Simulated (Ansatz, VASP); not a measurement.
**Te in VASP and in Ansatz**

Contents of INCAR:

```
PREC = Accurate
ENCUT = 500
EDIFF = 1E-6
ISMEAR = -5
SIGMA = 0.05
LREAL = F
LASPH = T
NELM = 200
ALGO = Normal
ISIF = 2
LWAVE = F
LCHARG = T
MAGMOM = 0 0 0
LORBIT = 11
LSORBIT = T
GGA_COMPAT = F
LORBMOM = T
GGA = PE
ALDAC = 0.0
AGGAC = 0.0
LVHAR = T
NBANDS = 17
```

KPOINTS

```
Automatic mesh
0
Gamma
  9 9 9
```

File POSCAR:

```
Te
1.0
    2.3059043450      1.3313144943      1.6909537033
   -2.3059043450      1.3313144943      1.6909537033
    0.0000000000     -2.6626289886      1.6909537033
Te
1
Direct
    0.5000000000      0.5000000000      0.5000000000
```

Contents of input.yaml:

```yaml
crystal:
  lattice: { a: 4.61180869, b: 4.61180869, c: 5.07286111, alpha: 90.0, beta: 90.0, gamma: 120.0 }
  space_group: 166
  reduce_to_primitive: true
  atoms:
    - { symbol: Te, wyckoff: "3b", position: [0.0, 0.0, 0.5] }
hamiltonian:
  xc: { exchange: pbe, correlation: none }
  pseudopotentials: { kind: paw_fr }
magnetization:
  noncollinear: true
  spin_orbit: true
kpoints:
  mp_grid: { grid: [9, 9, 9] }
scf:
  occupations: { method: tetrahedron }
output:
  forces: true
  stress: true
```

Alike in both runs: task single point; functional PBE exchange alone; k mesh 9 × 9 × 9; occupations tetrahedron; non-collinear spin, spin-orbit coupling.

|  | VASP | Ansatz |
| --- | --- | --- |
| version | VASP 6.6.1 | Ansatz 0.2.0 |
| potentials or method | VASP PAW PBE potentials, release 64 (Te) | Ansatz PAW |
| plane-wave cutoff (eV) | 500 | 420 |
| valence electrons in the cell | 6 | 16 |

```tsv
	VASP	Ansatz	Ansatz less VASP
pressure (GPa)	13.0	12.9	-0.07
traceless stress, the component that is largest in VASP (GPa)	-0.35	-0.29	+0.055
```

VASP's potentials were made for PBE, not for PBE exchange alone. VASP's potentials hold 6 valence electrons a cell and Ansatz's 16, so a difference there can come from the potentials and not from the codes.
